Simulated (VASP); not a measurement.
A run of VASP 6.6.1 is set up as follows.

The input INCAR:

```
SYSTEM = PbS
ALGO = Normal
EDIFF = 1E-6
ENCUT = 520
GGA = RE
ISIF = 2
ISMEAR = 0
LASPH = .True.
LCHARG = .False.
LREAL = .False.
LWAVE = .False.
NBANDS = 17
NELM = 100
PREC = Accurate
SIGMA = 0.05
```

Contents of KPOINTS:

```
k-points
0
Gamma
  8 8 8
  0 0 0
```

File POSCAR:

```
PbS
1.0
    0.0000000000      3.0312830573      3.0312830573
    3.0312830573      0.0000000000      3.0312830573
    3.0312830573      3.0312830573      0.0000000000
Pb S
1 1
Direct
    0.5000000000      0.5000000000      0.5000000000
    0.0000000000      0.0000000000      0.0000000000
```

Potentials or basis: VASP PAW PBE potentials, release 64 (Pb_d, S).

Command:

```console
$ cat potpaw_PBE.64/Pb_d/POTCAR potpaw_PBE.64/S/POTCAR > POTCAR
$ mpirun -np 1 vasp_std > vasp.out
```

(1) What does it give for the band gap on the k mesh?

(2) What does it give for the pressure?

Answers

(1) 0.66 eV, direct.

(2) -0.1 GPa.

Caveat: the PAW data sets were made with another functional, which shifts forces and pressure a little; spin-orbit coupling is left out, which moves the levels of the heavy elements.
